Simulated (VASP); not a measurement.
# Se (Pm-3m) in VASP: a series of runs

The runs below take Se through single point, with LDA.

Everything below comes from runs of VASP 6.6.1. Logs are shortened: lines on timing, memory, paths and dates and some standing lists are left out, and cuts for length are marked.

**1. The cell of the first run**

It takes space group Pm-3m (No. 221, cubic). Conventional cell: a = 2.122 Å, b = 2.122 Å, c = 2.122 Å, α = 90.00°, β = 90.00°, γ = 90.00°. Within 2.8 Å of Se (site symmetry m-3m) lie 6 Se at 2.12 Å.

**2. Single point, LDA (volume scaled by 0.45)**

Contents of INCAR:

```
SYSTEM = Se
  PREC = Accurate
  ENCUT = 520
  EDIFF = 1E-7
  ISMEAR = -1
  SIGMA = 0.08
  LREAL = .FALSE.
  LASPH = .TRUE.
  NELM = 100
  ALGO = Normal
  ISIF = 2
  LWAVE = .FALSE.
  LCHARG = .TRUE.
  LELF = .TRUE.
  LVHAR = .TRUE.
  NBANDS = 9
```

Contents of KPOINTS:

```
regular mesh
0
G
  13 13 13
  0 0 0
```

Contents of POSCAR:

```
Se
1.0
    2.1220834487      0.0000000000      0.0000000000
    0.0000000000      2.1220834487      0.0000000000
    0.0000000000      0.0000000000      2.1220834487
Se
1
Direct
    0.0000000000      0.0000000000      0.0000000000
```

Potentials or basis: VASP PAW LDA potentials, release 64 (Se).

Command:

```console
$ cat potpaw_LDA.64/Se/POTCAR > POTCAR
$ mpirun -np 1 vasp_std > vasp.out
```

OUTCAR:

```text
SYSTEM = Se
   PREC = Accurate
   ENCUT = 520
   EDIFF = 1E-7
   ISMEAR = -1
   LREAL = .FALSE.
   LASPH = .TRUE.
   NELM = 100
   ISIF = 2

 ion  position               nearest neighbor table
   1  0.000  0.000  0.000-

  LATTYP: Found a simple cubic cell.
 ALAT       =     2.1220834487

  Lattice vectors:

 A1 = (   2.1220834487,   0.0000000000,   0.0000000000)
 A2 = (   0.0000000000,   2.1220834487,   0.0000000000)
 A3 = (   0.0000000000,   0.0000000000,   2.1220834487)

Analysis of symmetry for initial positions (statically):
=====================================================================
 Subroutine PRICEL returns:
 Original cell was already a primitive cell.

 Routine SETGRP: Setting up the symmetry group for a
 simple cubic supercell.

 Subroutine GETGRP returns: Found 48 space group operations
 (whereof 48 operations were pure point group operations)
 out of a pool of 48 trial point group operations.

The static configuration has the point symmetry O_h .

Analysis of symmetry for dynamics (positions and initial velocities):
=====================================================================
 Subroutine PRICEL returns:
 Original cell was already a primitive cell.

 Routine SETGRP: Setting up the symmetry group for a
 simple cubic supercell.

 Subroutine GETGRP returns: Found 48 space group operations
 (whereof 48 operations were pure point group operations)
 out of a pool of 48 trial point group operations.

The dynamic configuration has the point symmetry O_h .

 Subroutine INISYM returns: Found 48 space group operations
 (whereof 48 operations are pure point group operations),
 and found     1 'primitive' translations

----------------------------------------------------------------------------------------

                                     Primitive cell

  volume of cell :       9.5562

  direct lattice vectors                    reciprocal lattice vectors
     2.122083449  0.000000000  0.000000000     0.471235003  0.000000000  0.000000000
     0.000000000  2.122083449  0.000000000     0.000000000  0.471235003  0.000000000
     0.000000000  0.000000000  2.122083449     0.000000000  0.000000000  0.471235003

  length of vectors
     2.122083449  2.122083449  2.122083449     0.471235003  0.471235003  0.471235003

  position of ions in fractional coordinates (direct lattice)
     0.000000000  0.000000000  0.000000000

[... 71 lines left out ...]
   LSORBIT =      F    spin-orbit coupling
   LASPH  =      T    aspherical Exc in radial PAW
   ENCUT  =  520.0 eV  38.22 Ry    6.18 a.u.   3.95  3.95  3.95*2*pi/ulx,y,z
   NELM   =    100;   NELMIN=  2; NELMDL= -5     # of ELM steps
   EDIFF  = 0.1E-06   stopping-criterion for ELM
   LREAL  =      F    real-space projection
   EDIFFG = 0.1E-05   stopping-criterion for IOM
   NSW    =      0    number of steps for IOM
   IBRION =     -1    ionic relax: 0-MD 1-quasi-New 2-CG
   NFREE  =      0    steps in history (QN), initial steepest desc. (CG)
   ISIF   =      2    stress and relaxation
   ISYM   =      2    0-nonsym 1-usesym 2-fastsym
   POTIM  = 0.5000    time-step for ionic-motion
   TEBEG  =    0.0;   TEEND  =   0.0 temperature during run
   PSTRESS=    0.0 pullay stress
   NELECT =       6.0000    total number of electrons
   NUPDOWN=      -1.0000    fix difference up-down
   EMIN   =  10.00;   EMAX   =-10.00  energy-range for DOS
   EFERMI =   0.00;   METHOD = LEGACY
   ISMEAR =    -1;   SIGMA  =   0.08  broadening in eV -4-tet -1-fermi 0-gaus
   EFERMI_NEDOS =   21; number of points for ismear=-14 and -15
   IALGO  =     38    algorithm
   IMIX   =      4    mixing-type and parameters
     AMIX     =   0.40;   BMIX     =  1.00
     AMIX_MAG =   1.60;   BMIX_MAG =  1.00
  volume/ion in A,a.u.               =       9.56        64.49
  Fermi-wavevector in a.u.,A,eV,Ry     =   1.401832  2.649079 26.737276  1.965134
  Thomas-Fermi vector in A             =   2.524655
   LORBIT       =      0    0 simple, 1 ext, 2 COOP (PROOUT), +10 PAW based schemes
   GGA     = CA    functional components
   LHFCALC =     F    Hartree Fock is set to
   AEXX    =    0.0000 exact exchange contribution
   IVDW    =     0    specifies the selected vdW correction
   LEPSILON=     F    determine dielectric tensor
   LRPA    =     F    only Hartree local field effects (RPA)
 non-spin polarized calculation
  energy-cutoff  :      520.00
  volume of cell :        9.56
 maximum number of plane-waves:       280
 NGX is ok and might be reduce to    16

 number of electron       5.9999997 magnetization

 Free energy of the ion-electron system (eV)
  ---------------------------------------------------
  ext. energy  EPLUGINS =         0.00000000
  ---------------------------------------------------
  free energy    TOTEN  =         2.18288963 eV

  energy without entropy =        2.18887539  energy(sigma->0) =        2.18588251

 E-fermi :  19.9341     XC(G=0): -14.2722

 val. band max:       19.9248487510   @ k =   0.1538   0.1538   0.1538
 cond. band min:      19.9389388074   @ k =   0.3846   0.3846   0.0769
 fundamental gap:      0.0140900565
 Fermi energy:        19.9340947153

 k-point     1 :       0.0000    0.0000    0.0000
  band No.  band energies     occupation
      1      -8.1965      2.00000
      2      23.1457      0.00000
      3      23.1457      0.00000
      4      23.1457      0.00000
      5      26.1635      0.00000
      6      26.1635      0.00000
      7      34.8170      0.00000
      8      54.0598      0.00000
      9      54.0598      0.00000
[... 265 lines left out ...]
 k-point    24 :       0.3846    0.3077    0.0000
  band No.  band energies     occupation
      1      -0.3598      2.00000
      2       7.8017      2.00000
      3      13.2021      2.00000
      4      22.5837      0.00000
      5      30.4258      0.00000
      6      36.0069      0.00000
      7      40.5986      0.00000
      8      42.2556      0.00000
      9      44.5005      0.00000

 [... further k-points ...]
[... 5 lines left out ...]
  --------------------------------------------------------------------------------------
  -------------------------------------------------------------------------------------
  Total       19.4863471     19.4863471     19.4863471      0.0000000     -0.0000000     -0.0000000
  in kB     3267.0339153   3267.0339153   3267.0339153      0.0000000     -0.0000000     -0.0000000
  external PRESSURE =    3267.0339153 kB  Pullay stress =       0.0000000 kB

 VOLUME and BASIS-vectors are now :
 -----------------------------------------------------------------------------
  energy-cutoff  :      520.00
  volume of cell :        9.56
      direct lattice vectors                 reciprocal lattice vectors
     2.122083449  0.000000000  0.000000000     0.471235003  0.000000000  0.000000000
     0.000000000  2.122083449  0.000000000     0.000000000  0.471235003  0.000000000
     0.000000000  0.000000000  2.122083449     0.000000000  0.000000000  0.471235003

 POSITION                                       TOTAL-FORCE (eV/Angst)
 -----------------------------------------------------------------------------------
      0.00000      0.00000      0.00000         0.000000      0.000000      0.000000
 -----------------------------------------------------------------------------------
    total drift:                                0.000000     -0.000000     -0.000000

  FREE ENERGIE OF THE ION-ELECTRON SYSTEM (eV)
  ---------------------------------------------------
  free  energy   TOTEN  =         2.1828896340 eV

  energy  without entropy=        2.1888753917  energy(sigma->0) =        2.18588251
```

OSZICAR:

```text
N       E                     dE             d eps       ncg     rms          rms(c)
DAV:   1     0.134207435441E+02    0.13421E+02   -0.35221E+03  1640   0.613E+02
DAV:   2     0.210035359168E+01   -0.11320E+02   -0.10888E+02  2062   0.882E+01
DAV:   3     0.197066846755E+01   -0.12969E+00   -0.12941E+00  1866   0.786E+00
DAV:   4     0.197060000768E+01   -0.68460E-04   -0.68461E-04  1997   0.196E-01
DAV:   5     0.197059998922E+01   -0.18466E-07   -0.18438E-07  1845   0.290E-03    0.185E+01
DAV:   6     0.211492871153E+01    0.14433E+00   -0.35471E-02  1758   0.114E+00    0.111E+01
DAV:   7     0.218190877076E+01    0.66980E-01   -0.56242E-02  1800   0.148E+00    0.255E-01
DAV:   8     0.218289172667E+01    0.98296E-03   -0.24689E-03  1703   0.306E-01    0.242E-02
DAV:   9     0.218289007090E+01   -0.16558E-05   -0.14709E-05  1872   0.329E-02    0.143E-02
DAV:  10     0.218288961364E+01   -0.45726E-06   -0.15480E-07  1749   0.274E-03    0.127E-03
DAV:  11     0.218288963399E+01    0.20356E-07   -0.58490E-08  1193   0.131E-03
   1 F= 0.21828896E+01 E0= 0.21858825E+01  d E =-.598576E-02
```

Run time: 3.2 s. Hardware: 1 thread of Intel Xeon 6975P-C (Granite Rapids), shared host; peak memory 0.11 GiB.

Results:

```yaml
Free_energy: 2.1829 eV
Pressure: 326.7 GPa
Band_gap_on_the_k_mesh: zero (band 3 reaches 28.49 eV, above the bottom of band 4 at 16.18 eV)
```

Levels at points of the mesh, in eV from the Fermi level:
| k point | band 1 | band 2 | band 3 | band 4 | band 5 | band 6 | band 7 |
| --- | --- | --- | --- | --- | --- | --- | --- |
| (0.00, 0.00, 0.00) | -28.13 | 3.21 | 3.21 | 3.21 | 6.23 | 6.23 | 14.88 |

**3. Single point, LDA (volume scaled by 0.45)**

Contents of INCAR:

```
ALGO = Normal
EDIFF = 1E-7
ENCUT = 520
GGA = CA
ISIF = 2
ISMEAR = -1
LASPH = True
LCHARG = False
LREAL = False
LWAVE = False
NBANDS = 9
NELM = 60
PREC = Accurate
SIGMA = 0.08
```

Contents of KPOINTS:

```
k-points
0
Gamma
  13 13 13
```

POSCAR is that of step 2.

Potentials or basis: VASP PAW LDA potentials, release 64 (Se).

Command:

```console
$ cat potpaw_LDA.64/Se/POTCAR > POTCAR
$ mpirun -np 1 vasp_std > vasp.out
```

It took 3.3 s on 1 thread of Intel Xeon 6975P-C (Granite Rapids), shared host; peak memory 0.11 GiB.

The run converged. Its results:

```
Free energy            : 2.1829 eV
Pressure               : 326.7 GPa
Band gap on the k mesh : zero (band 3 reaches 28.49 eV, above the bottom of band 4 at 16.18 eV)
```

Levels at points of the mesh, in eV from the Fermi level:
| k point | band 1 | band 2 | band 3 | band 4 | band 5 | band 6 |
| --- | --- | --- | --- | --- | --- | --- |
| (0.00, 0.00, 0.00) | -28.13 | 3.21 | 3.21 | 3.21 | 6.23 | 6.23 |

**4. Single point, LDA (volume scaled by 0.6)**

Contents of INCAR:

```
SYSTEM = Se
PREC = Accurate
ENCUT = 520
EDIFF = 1E-6
ISMEAR = -1
SIGMA = 0.08
LREAL = .FALSE.
LASPH = .TRUE.
NELM = 100
ALGO = Normal
ISIF = 2
LWAVE = .FALSE.
LCHARG = .FALSE.
GGA = CA
NBANDS = 9
```

Contents of KPOINTS:

```
Automatic mesh
0
G
  13 13 13
  0 0 0
```

Contents of POSCAR:

```
Se
1.0
    2.3356550546      0.0000000000      0.0000000000
    0.0000000000      2.3356550546      0.0000000000
    0.0000000000      0.0000000000      2.3356550546
Se
1
Direct
    0.0000000000      0.0000000000      0.0000000000
```

Potentials or basis: VASP PAW LDA potentials, release 64 (Se).

Command:

```console
$ cat potpaw_LDA.64/Se/POTCAR > POTCAR
$ mpirun -np 1 vasp_std > vasp.out
```

OUTCAR:

```text
SYSTEM = Se
   PREC = Accurate
   ENCUT = 520
   EDIFF = 1E-6
   ISMEAR = -1
   LREAL = .FALSE.
   LASPH = .TRUE.
   NELM = 100
   ISIF = 2
   GGA = CA

 ion  position               nearest neighbor table
   1  0.000  0.000  0.000-

  LATTYP: Found a simple cubic cell.
 ALAT       =     2.3356550546

  Lattice vectors:

 A1 = (   2.3356550546,   0.0000000000,   0.0000000000)
 A2 = (   0.0000000000,   2.3356550546,   0.0000000000)
 A3 = (   0.0000000000,   0.0000000000,   2.3356550546)

Analysis of symmetry for initial positions (statically):
=====================================================================
 Subroutine PRICEL returns:
 Original cell was already a primitive cell.

 Routine SETGRP: Setting up the symmetry group for a
 simple cubic supercell.

 Subroutine GETGRP returns: Found 48 space group operations
 (whereof 48 operations were pure point group operations)
 out of a pool of 48 trial point group operations.

The static configuration has the point symmetry O_h .

Analysis of symmetry for dynamics (positions and initial velocities):
=====================================================================
[... 155 lines left out ...]

 E-fermi :  13.9331     XC(G=0): -12.7998

 val. band max:       13.9297572624   @ k =   0.0769   0.0769   0.0000
 cond. band min:      13.9497451999   @ k =   0.4615   0.4615   0.2308
 fundamental gap:      0.0199879375
 Fermi energy:        13.9331279695

 k-point     1 :       0.0000    0.0000    0.0000
  band No.  band energies     occupation
      1      -9.3124      2.00000
      2      16.1844      0.00000
      3      16.1844      0.00000
      4      16.1844      0.00000
      5      20.4289      0.00000
      6      20.4289      0.00000
      7      25.5946      0.00000
      8      43.0222      0.00000
      9      43.0222      0.00000
[... 265 lines left out ...]
 k-point    24 :       0.3846    0.3077    0.0000
  band No.  band energies     occupation
      1      -3.3048      2.00000
      2       4.3759      2.00000
      3       8.1238      2.00000
      4      17.4653      0.00000
      5      21.1650      0.00000
      6      28.0512      0.00000
      7      32.1365      0.00000
      8      33.9463      0.00000
      9      35.0206      0.00000

 [... further k-points ...]
[... 5 lines left out ...]
  --------------------------------------------------------------------------------------
  -------------------------------------------------------------------------------------
  Total        9.8502896      9.8502896      9.8502896     -0.0000000     -0.0000000      0.0000000
  in kB     1238.6068305   1238.6068305   1238.6068305     -0.0000000     -0.0000000      0.0000000
  external PRESSURE =    1238.6068305 kB  Pullay stress =       0.0000000 kB

 VOLUME and BASIS-vectors are now :
 -----------------------------------------------------------------------------
  energy-cutoff  :      520.00
  volume of cell :       12.74
      direct lattice vectors                 reciprocal lattice vectors
     2.335655055  0.000000000  0.000000000     0.428145414  0.000000000  0.000000000
     0.000000000  2.335655055  0.000000000     0.000000000  0.428145414  0.000000000
     0.000000000  0.000000000  2.335655055     0.000000000  0.000000000  0.428145414

 POSITION                                       TOTAL-FORCE (eV/Angst)
 -----------------------------------------------------------------------------------
      0.00000      0.00000      0.00000         0.000000      0.000000      0.000000
 -----------------------------------------------------------------------------------
    total drift:                                0.000000      0.000000     -0.000000

  FREE ENERGIE OF THE ION-ELECTRON SYSTEM (eV)
  ---------------------------------------------------
  free  energy   TOTEN  =        -1.8888193060 eV

  energy  without entropy=       -1.8796592662  energy(sigma->0) =       -1.88423929
```

OSZICAR:

```text
N       E                     dE             d eps       ncg     rms          rms(c)
DAV:   1     0.102023269113E+02    0.10202E+02   -0.33075E+03  1544   0.603E+02
DAV:   2    -0.175553359995E+01   -0.11958E+02   -0.11320E+02  2156   0.847E+01
DAV:   3    -0.196091897490E+01   -0.20539E+00   -0.20504E+00  1799   0.926E+00
DAV:   4    -0.196120833807E+01   -0.28936E-03   -0.28936E-03  2070   0.361E-01
DAV:   5    -0.196120844923E+01   -0.11116E-06   -0.11134E-06  1905   0.609E-03    0.128E+01
DAV:   6    -0.190967227113E+01    0.51536E-01   -0.22845E-02  1673   0.796E-01    0.770E+00
DAV:   7    -0.188950651839E+01    0.20166E-01   -0.33557E-02  1706   0.983E-01    0.212E-01
DAV:   8    -0.188882307173E+01    0.68345E-03   -0.19679E-03  1647   0.252E-01    0.404E-02
DAV:   9    -0.188881920996E+01    0.38618E-05   -0.20510E-05  1886   0.348E-02    0.728E-03
DAV:  10    -0.188881930597E+01   -0.96014E-07   -0.22181E-07  1238   0.354E-03
   1 F= -.18888193E+01 E0= -.18842393E+01  d E =-.916004E-02
```

stdout:

```text
POSCAR found type information on POSCAR Se
 POSCAR found :  1 types and       1 ions
 scaLAPACK will be used
 LDA part: xc-table for (Slater(with rela. corr.)+CA(PZ))
 , standard interpolation
 POSCAR, INCAR and KPOINTS ok, starting setup
 FFT: planning ... GRIDC
 FFT: planning ... GRID_SOFT
 FFT: planning ... GRID
 WAVECAR not read
 entering main loop
```

It took 5.7 s on 1 thread of Intel Xeon 6975P-C (Granite Rapids), shared host; peak memory 0.11 GiB.

Results:

```yaml
Free_energy: -1.8888 eV
Pressure: 123.9 GPa
Band_gap_on_the_k_mesh: zero (band 3 reaches 19.72 eV, above the bottom of band 4 at 9.02 eV)
```
